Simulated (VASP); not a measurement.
The system is MgO.

```xyz
2
Lattice="0.0000 2.1351 2.1351 2.1351 0.0000 2.1351 2.1351 2.1351 0.0000" Properties=species:S:1:pos:R:3 pbc="T T T"
Mg    0.0000    0.0000    0.0000
O     2.1351    2.1351    2.1351
```

| Item | Value |
| --- | --- |
| Program | VASP 6.6.1 |
| Task | relaxation of cell and atoms |
| Functional | LDA |
| Potentials or basis | VASP PAW LDA potentials, release 64 (Mg, O) |
| Cutoff | 600 eV |
| k mesh | 8 × 8 × 8 |
| Occupations | gaussian, width 0.1 eV |
| Spin | no spin polarisation |

At the start: pressure -13.5 GPa; volume 9.73 Å³/atom.

Task: Where does the relaxation end?

Result: Over 3 steps the energy falls by 38.4 meV/atom and the volume is 8.89 Å³/atom (-8.7 %); space group Fm-3m (No. 225, to 0.1 Å) before and after.

The path:
```tsv
step	energy change (eV)	largest force (eV/Å)	pressure (GPa)	volume (Å³)
1	0.0000	0.0000	-13.48	19.47
2	-0.0674	0.0000	5.81	17.25
3	-0.0767	0.0000	0.02	17.78
```

Final structure:
```
Mg O
1.0
     0.00000    2.07152    2.07152
     2.07152    0.00000    2.07152
     2.07152    2.07152    0.00000
Mg O
1 1
Direct
  0.00000 0.00000 0.00000
  0.50000 0.50000 0.50000
```
